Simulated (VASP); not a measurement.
Set up this calculation in VASP 6.6.1, as the native input.

```yaml
Task: single point
Functional: PBE
Dispersion: D3(BJ)
Potentials_or_basis: VASP PAW PBE potentials, release 64 (Al, As)
Cutoff: 520 eV
k_mesh: 2 × 2 × 2
Occupations: fermi-dirac, width 0.05 eV
Spin: no spin polarisation
Dipole_correction: no
Further_INCAR_settings: LREAL = Auto; ALGO = Normal; EDIFF = 1e-06; NBANDS = 72
```

The structure of Al32As (a cell with a defect) lies in POSCAR:

```
Al32As
1.0
    8.1000000000      0.0000000000      0.0000000000
    0.0000000000      8.1000000000      0.0000000000
    0.0000000000      0.0000000000      8.1000000000
Al As
32 1
Direct
    0.5828641975     -0.0089259259     -0.0078518519
    0.7256666667      0.2764938272     -0.0047037037
    0.7936419753      0.0037530864      0.2660246914
   -0.0033333333      0.0637530864      0.0558148148
    0.2722839506      0.2408518519      0.0374691358
    0.4601358025      0.5142469136      0.0022222222
    0.7286913580      0.6952098765     -0.0160740741
    0.2463333333     -0.0809506173      0.2796419753
    0.4842716049      0.1995185185      0.2668148148
    0.6919382716      0.4582222222      0.2482716049
    0.4777654321     -0.0496296296      0.5285308642
    0.7637654321      0.2298395062      0.5251728395
    0.7180493827      0.0202345679      0.7313950617
   -0.0281851852      0.4389506173      0.0813827160
    0.3068148148      0.8031604938      0.0317901235
    0.0620617284      0.2406666667      0.3092345679
    0.2555679012      0.5260370370      0.2484444444
    0.5568518519      0.7864197531      0.2210370370
    0.0807901235      0.0085555556      0.5040246914
    0.2736419753      0.2635432099      0.5410493827
    0.4859135802      0.5069135802      0.4771111111
    0.7105432099      0.7529382716      0.4683580247
    0.2819753086      0.0037777778      0.7590740741
    0.5084320988      0.3174197531      0.7721111111
    0.7649259259      0.4958271605      0.7119506173
   -0.0288148148      0.7491975309      0.2681728395
    0.0044320988      0.4602469136      0.4991851852
    0.2632345679      0.6906419753      0.5378765432
    0.0126666667      0.2342469136      0.7934691358
    0.1563703704      0.5409629630      0.7953333333
    0.4823703704      0.7150123457      0.7355432099
   -0.0336419753      0.7529876543      0.6231481481
   -0.0198148148      0.8019012346     -0.1023456790
```

The input as run:

INCAR

```
SYSTEM = Al32As
PREC = Accurate ; ENCUT = 520
EDIFF = 1E-6 ; ISMEAR = -1
SIGMA = 0.05 ; LREAL = Auto
LASPH = .True. ; NELM = 60
ALGO = Normal ; ISIF = 2
LWAVE = .False. ; LCHARG = .False.
GGA = PE ; IVDW = 12
NBANDS = 72
```

KPOINTS

```
regular mesh
0
Gamma
  2 2 2
  0 0 0
```

Potentials or basis: VASP PAW PBE potentials, release 64 (Al, As).

Launch:

```console
$ cat potpaw_PBE.64/Al/POTCAR potpaw_PBE.64/As/POTCAR > POTCAR
$ mpirun -np 1 vasp_std > vasp.out
```

It gave:

```
Pressure                   : 7.9 GPa
Largest force              : 3.134 eV/Å
Dispersion energy per atom : -0.351 eV
```

Caveat: the k points lie up to 0.39 Å⁻¹ apart.

Run time: 2.4 min on 1 thread of Intel(R) Xeon(R) 6975P-C (Granite Rapids), on a shared host, peak memory 0.56 GiB.
